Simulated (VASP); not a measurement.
# ZnSn2N2 (P4mm) in VASP: notebook, part 2 of 2

VASP 6.6.1. The steps go on from the part before.

**3. Single point, PBE**

This run uses another cell than the first one, of 21.99 Å³/atom.

The input, INCAR:

```
SYSTEM = ZnSn2N2
PREC     = Accurate       ! precision mode
ENCUT    = 520            ! plane-wave cutoff, eV
EDIFF    = 1E-6           ! SCF threshold, eV
ISMEAR   = 0              ! smearing method
SIGMA    = 0.1            ! smearing width, eV
LREAL    = .False.        ! projectors in reciprocal space
LASPH    = .True.         ! aspherical terms in the spheres
NELM     = 100            ! most SCF steps
ALGO     = Normal         ! electronic algorithm
ISIF     = 2              ! what is computed and relaxed
LWAVE    = .False.        ! write WAVECAR
LCHARG   = .False.        ! write CHGCAR
GGA      = PE             ! functional
NBANDS   = 33             ! bands
```

The input, KPOINTS:

```
Automatic mesh
0
Gamma
  4 4 4
  0 0 0
```

The input, POSCAR:

```
ZnSn2N2
1.0
    4.2683893500      0.0000000000      0.0000000000
    0.0000000000      4.2683893500      0.0000000000
    0.0000000000      0.0000000000      6.0351729600
Zn Sn N
1 2 2
Direct
    0.5000000000      0.5000000000      0.6187840700
    0.5000000000      0.0000000000      0.0466982800
    0.0000000000      0.5000000000      0.0466982800
    0.5000000000      0.5000000000      0.9857253000
    0.0000000000      0.0000000000      0.8028335400
```

Potentials or basis: VASP PAW PBE potentials, release 64 (Zn, Sn_d, N).

Command:

```
$ cat potpaw_PBE.64/Zn/POTCAR potpaw_PBE.64/Sn_d/POTCAR potpaw_PBE.64/N/POTCAR > POTCAR
$ mpirun -np 1 vasp_std > vasp.out
```

OUTCAR:

```text
SYSTEM = ZnSn2N2
   PREC = Accurate
   ENCUT = 520
   EDIFF = 1E-6
   ISMEAR = 0
   LREAL = .False.
   LASPH = .True.
   NELM = 100
   ISIF = 2
   GGA = PE

 ion  position               nearest neighbor table
   1  0.500  0.500  0.619-   4 2.21   3 3.35   2 3.35   2 3.35   3 3.35
   2  0.500  0.000  0.047-   4 2.17   4 2.17   5 2.59   5 2.59   3 3.02   3 3.02   3 3.02   3 3.02
                             1 3.35   1 3.35
   3  0.000  0.500  0.047-   4 2.17   4 2.17   5 2.59   5 2.59   2 3.02   2 3.02   2 3.02   2 3.02
                             1 3.35   1 3.35
   4  0.500  0.500  0.986-   2 2.17   3 2.17   2 2.17   3 2.17   1 2.21
   5  0.000  0.000  0.803-   2 2.59   3 2.59   3 2.59   2 2.59

  LATTYP: Found a simple tetragonal cell.
 ALAT       =     4.2683893500
 C/A-ratio  =     1.4139227857

  Lattice vectors:

 A1 = (   4.2683893500,   0.0000000000,   0.0000000000)
 A2 = (   0.0000000000,   4.2683893500,   0.0000000000)
 A3 = (   0.0000000000,   0.0000000000,   6.0351729600)

Analysis of symmetry for initial positions (statically):
=====================================================================
 Subroutine PRICEL returns:
[... 174 lines left out ...]
 cond. band min:       3.7326119681   @ k =   0.5000   0.0000   0.0000
 fundamental gap:      0.1676135625
 Fermi energy:         3.5900871118

 k-point     1 :       0.0000    0.0000    0.0000
  band No.  band energies     occupation
      1     -18.1656      2.00000
      2     -17.9465      2.00000
      3     -17.7621      2.00000
      4     -17.6656      2.00000
      5     -17.6656      2.00000
      6     -17.5363      2.00000
[... 637 lines left out ...]
     32       9.7762      0.00000
     33       9.9508      0.00000

------------------------ aborting loop because EDIFF is reached ----------------------------------------

  FORCE on cell =-STRESS in cart. coord.  units (eV):
  Direction    XX          YY          ZZ          XY          YZ          ZX
  --------------------------------------------------------------------------------------
  -------------------------------------------------------------------------------------
  Total        5.2242269      5.2242269     -6.2446050      0.0000000      0.0000000      0.0000000
  in kB       76.1228142     76.1228142    -90.9908619      0.0000000      0.0000000      0.0000000
  external PRESSURE =      20.4182555 kB  Pullay stress =       0.0000000 kB

 VOLUME and BASIS-vectors are now :
 -----------------------------------------------------------------------------
  energy-cutoff  :      520.00
  volume of cell :      109.96
      direct lattice vectors                 reciprocal lattice vectors
     4.268389350  0.000000000  0.000000000     0.234280408  0.000000000  0.000000000
     0.000000000  4.268389350  0.000000000     0.000000000  0.234280408  0.000000000
     0.000000000  0.000000000  6.035172960     0.000000000  0.000000000  0.165695334

 POSITION                                       TOTAL-FORCE (eV/Angst)
 -----------------------------------------------------------------------------------
      2.13419      2.13419      3.73447         0.000000      0.000000      0.148962
      2.13419      0.00000      0.28183        -0.000000     -0.000000      0.022148
      0.00000      2.13419      0.28183        -0.000000     -0.000000      0.022148
      2.13419      2.13419      5.94902        -0.000000     -0.000000     -2.769836
      0.00000      0.00000      4.84524        -0.000000     -0.000000      2.576579
 -----------------------------------------------------------------------------------
    total drift:                                0.000000      0.000000      0.000108

  FREE ENERGIE OF THE ION-ELECTRON SYSTEM (eV)
  ---------------------------------------------------
  free  energy   TOTEN  =       -19.2608896293 eV

  energy  without entropy=      -19.2485330906  energy(sigma->0) =      -19.25471136
```

OSZICAR:

```text
N       E                     dE             d eps       ncg     rms          rms(c)
DAV:   1     0.492327243044E+03    0.49233E+03   -0.24689E+04  1212   0.212E+03
DAV:   2     0.586415959843E+02   -0.43369E+03   -0.41661E+03  1220   0.538E+02
DAV:   3    -0.195886916208E+02   -0.78230E+02   -0.75132E+02  1426   0.193E+02
DAV:   4    -0.244864632078E+02   -0.48978E+01   -0.48507E+01  1336   0.521E+01
DAV:   5    -0.246310602696E+02   -0.14460E+00   -0.14444E+00  1459   0.887E+00    0.132E+01
DAV:   6    -0.204927789795E+02    0.41383E+01   -0.28783E+01  1878   0.573E+01    0.937E+00
DAV:   7    -0.194914711546E+02    0.10013E+01   -0.72042E+00  1532   0.177E+01    0.444E+00
DAV:   8    -0.192833377044E+02    0.20813E+00   -0.12002E+00  1430   0.599E+00    0.240E+00
DAV:   9    -0.192764447832E+02    0.68929E-02   -0.47948E-01  1328   0.344E+00    0.960E-01
DAV:  10    -0.192612141562E+02    0.15231E-01   -0.37954E-02  1571   0.170E+00    0.405E-01
DAV:  11    -0.192607699411E+02    0.44422E-03   -0.17062E-02  1434   0.743E-01    0.162E-01
DAV:  12    -0.192608600213E+02   -0.90080E-04   -0.10763E-03  1384   0.331E-01    0.659E-02
DAV:  13    -0.192608883446E+02   -0.28323E-04   -0.22170E-04  1657   0.122E-01    0.241E-02
DAV:  14    -0.192608915980E+02   -0.32535E-05   -0.65033E-05  1459   0.460E-02    0.184E-02
DAV:  15    -0.192608892368E+02    0.23612E-05   -0.12774E-05  1422   0.220E-02    0.574E-03
DAV:  16    -0.192608896293E+02   -0.39247E-06   -0.27818E-06  1070   0.118E-02
   1 F= -.19260890E+02 E0= -.19254711E+02  d E =-.123565E-01
```

Wall time 83 s (1 thread of Oxide Virtual Turin-like, shared host); peak memory 0.2 GiB.

What came out:

- Free energy: -19.2609 eV
- Pressure: 2.0 GPa
- Largest force: 2.770 eV/Å
- Band gap on the k mesh: zero (bands 25 and 26 overlap by 0.33 eV)

Forces in eV/Å, atoms in the order of the input:
```
Zn   0.000  0.000  0.149
Sn   0.000  0.000  0.022
Sn   0.000  0.000  0.022
N    0.000  0.000 -2.770
N    0.000  0.000  2.577
```

Levels at points of the mesh, in eV from the Fermi level:
```tsv
k point	band 23	band 24	band 25	band 26	band 27	band 28
(0.00, 0.00, 0.00)	-2.52	-1.30	-1.30	1.08	2.25	3.70
(0.50, 0.00, 0.00)	-1.70	-0.95	-0.47	0.14	2.55	3.39
(0.50, 0.50, 0.00)	-1.57	-0.58	0.28	0.28	0.96	3.49
(0.00, 0.00, 0.50)	-1.30	-1.30	-1.20	-0.05	3.23	3.25
(0.50, 0.00, 0.50)	-1.93	-0.43	-0.09	0.76	2.29	3.28
(0.50, 0.50, 0.50)	-1.91	0.22	0.22	0.56	1.40	2.99
```

Caveat: the k points lie up to 0.37 Å⁻¹ apart; semilocal functionals underestimate gaps, and a narrow one can read as zero; spin-orbit coupling is left out, which moves the levels of the heavy elements; forces of over 1 eV/Å act on the atoms, so gaps and moduli don't describe the material at rest.

The gap in the log of VASP goes by the Fermi energy; the results here count the filled bands.